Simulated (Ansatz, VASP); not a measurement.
## Two plane-wave programs on MgO

File INCAR:

```
SYSTEM = MgO
  ALGO = Normal
  EDIFF = 1E-7
  ENCUT = 520
  GGA = PE
  ISIF = 2
  ISMEAR = 0
  LASPH = .TRUE.
  LCHARG = .FALSE.
  LREAL = .FALSE.
  LWAVE = .FALSE.
  NBANDS = 16
  NELM = 100
  PREC = Accurate
  SIGMA = 0.05
```

File KPOINTS:

```
k-points
0
G
  9 9 6
  0 0 0
```

POSCAR

```
MgO
1.0
    3.5565000000      0.0000000000      0.0000000000
   -1.7782500000      3.0800193485      0.0000000000
    0.0000000000      0.0000000000      4.1122000000
Mg O
2 2
Direct
    0.6666666667      0.3333333333      0.7500000000
    0.3333333333      0.6666666667      0.2500000000
    0.6666666667      0.3333333333      0.2500000000
    0.3333333333      0.6666666667      0.7500000000
```

Input for Ansatz:

```yaml
crystal:
  lattice:
    - [3.5565, 0.0, 0.0]
    - [-1.77825, 3.0800193485, 0.0]
    - [0.0, 0.0, 4.1122]
  atoms:
    - { symbol: Mg, position: [0.6666666667, 0.3333333333, 0.75] }
    - { symbol: Mg, position: [0.3333333333, 0.6666666667, 0.25] }
    - { symbol: O, position: [0.6666666667, 0.3333333333, 0.25] }
    - { symbol: O, position: [0.3333333333, 0.6666666667, 0.75] }
basis:
  ecutwfc: 520.0
kpoints:
  mp_grid: { grid: [9, 9, 6] }
hamiltonian:
  xc: pbe
  pseudopotentials: { kind: paw, azcp: { folder: soft_1 } }
scf:
  occupations: { method: gaussian, width: 0.05 }
output:
  forces: true
  stress: true
  eigenvalues: true
```

Alike in both runs: task single point; functional PBE; k mesh 9 × 9 × 6; occupations gaussian, width 0.05 eV; no spin polarisation.

```csv
,VASP,Ansatz
version,VASP 6.6.1,Ansatz 0.2.0
potentials or method,"VASP PAW PBE potentials, release 64 (Mg, O), cutoff 520 eV","scalar-relativistic, plane waves, PAW"
valence electrons in the cell,16,32
```

```csv
,VASP,Ansatz,Ansatz less VASP
gap on the k mesh at the Fermi level (eV),3.37,3.39,+0.020
least direct gap on the mesh (eV),3.37,3.39,+0.020
pressure (GPa),1.4,2.0,+0.58
"traceless stress, the component that is largest in VASP (GPa)",4.71,4.79,+0.078
```

With one functional, cell and mesh, what is left measures potentials, basis and numerics. VASP's potentials hold 16 valence electrons a cell and Ansatz's 32, so a difference there can come from the potentials and not from the codes.
